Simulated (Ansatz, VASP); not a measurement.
## GaN in VASP and in Ansatz

INCAR

```
PREC     = Accurate       # precision mode
ENCUT    = 600            # plane-wave cutoff, eV
EDIFF    = 1E-6           # SCF threshold, eV
ISMEAR   = 0              # smearing method
SIGMA    = 0.02           # smearing width, eV
LREAL    = False          # projectors in reciprocal space
LASPH    = True           # aspherical terms in the spheres
NELM     = 120            # most SCF steps
ALGO     = Normal         # electronic algorithm
ISIF     = 2              # what is computed and relaxed
LWAVE    = False          # write WAVECAR
LCHARG   = False          # write CHGCAR
GGA      = CA             # functional
NBANDS   = 16             # bands
GGA_COMPAT= False
```

Contents of KPOINTS:

```
Automatic mesh
0
Gamma
  10 10 10
```

Contents of POSCAR:

```
GaN
1.0
    0.0000000000      2.2276997608      2.2276997608
    2.2276997608      0.0000000000      2.2276997608
    2.2276997608      2.2276997608      0.0000000000
Ga N
1 1
Direct
    0.0000000000      0.0000000000      0.0000000000
    0.2500000000      0.2500000000      0.2500000000
```

Input for Ansatz:

```yaml
crystal:
  lattice:
    - [0.0, 2.2276997608, 2.2276997608]
    - [2.2276997608, 0.0, 2.2276997608]
    - [2.2276997608, 2.2276997608, 0.0]
  atoms:
    - { symbol: Ga, position: [0.0, 0.0, 0.0] }
    - { symbol: "N", position: [0.25, 0.25, 0.25] }
basis:
  ecutwfc: 420
kpoints:
  mp_grid: { grid: [10, 10, 10] }
  band_path:
    path:
      - [[0.0, 0.0, 0.0], [-0.5, -0.5, 0.0], [-0.375, -0.375, 0.25]]
      - [[-0.375, 0.0, 0.375], [0.0, 0.0, 0.0], [0.0, 0.0, 0.5], [-0.5, -0.25, 0.25], [-0.5, -0.5, 0.0]]
    npoints: 10
hamiltonian:
  xc: lda
scf:
  occupations: { method: gaussian, width: 0.02 }
  n_extra_bands: 7
output:
  forces: true
  stress: true
  eigenvalues: true
```

Alike in both runs: task single point; functional LDA; k mesh 10 × 10 × 10; occupations gaussian, width 0.02 eV; no spin polarisation.

|  | VASP | Ansatz |
| --- | --- | --- |
| version | VASP 6.6.1 | Ansatz 0.2.0 |
| potentials or method | VASP PAW LDA potentials, release 64 (Ga_d, N), cutoff 600 eV | scalar-relativistic, plane waves, PAW |
| valence electrons in the cell | 18 | 18 |

```csv
,VASP,Ansatz,Ansatz less VASP
gap on the k mesh at the Fermi level (eV),1.97,1.96,-0.017
least direct gap on the mesh (eV),1.97,1.96,-0.017
pressure (GPa),1.0,0.0,-1.02
```

LDA's correlation is that of Perdew and Zunger in VASP and of Perdew and Wang (1992) in Ansatz.
